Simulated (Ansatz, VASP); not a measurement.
# One calculation of CdTe, two programs

Contents of INCAR:

```
SYSTEM = CdTe
PREC = Accurate
ENCUT = 520
EDIFF = 1E-6
ISMEAR = 0
SIGMA = 0.02
LREAL = .False.
LASPH = .True.
NELM = 80
ALGO = Normal
ISIF = 2
LWAVE = .False.
LCHARG = .True.
GGA = PS
LELF = .True.
LVHAR = .True.
NBANDS = 26
```

File KPOINTS:

```
Automatic mesh
0
Gamma
  8 6 8
  0 0 0
```

File POSCAR:

```
CdTe
1.0
    4.6550511300     -0.0540420018      0.5019248557
   -0.0915630346      6.4321921779      1.5416391686
   -0.5003954840     -1.0912811702      4.5233814276
Cd Te
2 2
Direct
    0.8749589893      0.2995741209      0.5872097278
    0.3750376681      0.7995813247      1.0873382966
    0.8750524833      0.0495224723      0.0871919367
    0.3749508593      0.5495122419      0.5873551188
```

Input for Ansatz:

```yaml
crystal:
  lattice:
    - [4.65505113, -0.0540420018, 0.5019248557]
    - [-0.0915630346, 6.4321921779, 1.5416391686]
    - [-0.500395484, -1.0912811702, 4.5233814276]
  atoms:
    - { symbol: Cd, position: [0.8749589893, 0.2995741209, 0.5872097278] }
    - { symbol: Cd, position: [0.3750376681, 0.7995813247, 1.0873382966] }
    - { symbol: Te, position: [0.8750524833, 0.0495224723, 0.0871919367] }
    - { symbol: Te, position: [0.3749508593, 0.5495122419, 0.5873551188] }
basis:
  ecutwfc: 420
kpoints:
  mp_grid: { grid: [8, 6, 8] }
  band_path:
    path:
      - [[0.0, 0.0, 0.0], [0.5, -1.19e-06, 1.4e-07], [0.5, -3.25e-06, 0.50000014], [0.0, -2.07e-06, 0.5], [0.0, 0.0, 0.0], [0.0, -0.5, 0.0], [0.5, -0.50000119, 1.4e-07], [0.5, -0.50000325, 0.50000014], [0.0, -0.50000207, 0.5], [0.0, -0.5, 0.0]]
      - [[0.5, -1.19e-06, 1.4e-07], [0.5, -0.50000119, 1.4e-07]]
      - [[0.0, -2.07e-06, 0.5], [0.0, -0.50000207, 0.5]]
      - [[0.5, -3.25e-06, 0.50000014], [0.5, -0.50000325, 0.50000014]]
    npoints: 14
hamiltonian:
  xc: pbesol
scf:
  occupations: { method: gaussian, width: 0.02 }
  n_extra_bands: 10
output:
  forces: true
  stress: true
  eigenvalues: true
  populations: true
  dos: { projected: true, de: 0.02, nscf_kmesh: { grid: [12, 9, 12] } }
  bader: true
  write_density: true
  write_potential: true
  elf: true
  volumetric_format: npy
```

Alike in both runs: task single point; functional PBEsol; k mesh 8 × 6 × 8; occupations gaussian, width 0.02 eV; no spin polarisation.

```csv
,VASP,Ansatz
version,VASP 6.6.1,Ansatz 0.2.0
potentials or method,"VASP PAW PBE potentials, release 64 (Cd, Te), cutoff 520 eV","scalar-relativistic, plane waves, PAW"
valence electrons in the cell,36,72
```

|  | VASP | Ansatz | Ansatz less VASP |
| --- | --- | --- | --- |
| gap on the k mesh at the Fermi level (eV) | 0.48 | 0.48 | -0.001 |
| least direct gap on the mesh (eV) | 0.48 | 0.48 | -0.001 |
| pressure (GPa) | -2.0 | -2.1 | -0.12 |

VASP's potentials were made for PBE, not for PBEsol. With one functional, cell and mesh, what is left measures potentials, basis and numerics. VASP's potentials hold 36 valence electrons a cell and Ansatz's 72, so a difference there can come from the potentials and not from the codes. Ansatz's warnings: structure snapped to symmetry.

Neither program's run includes spin-orbit coupling.
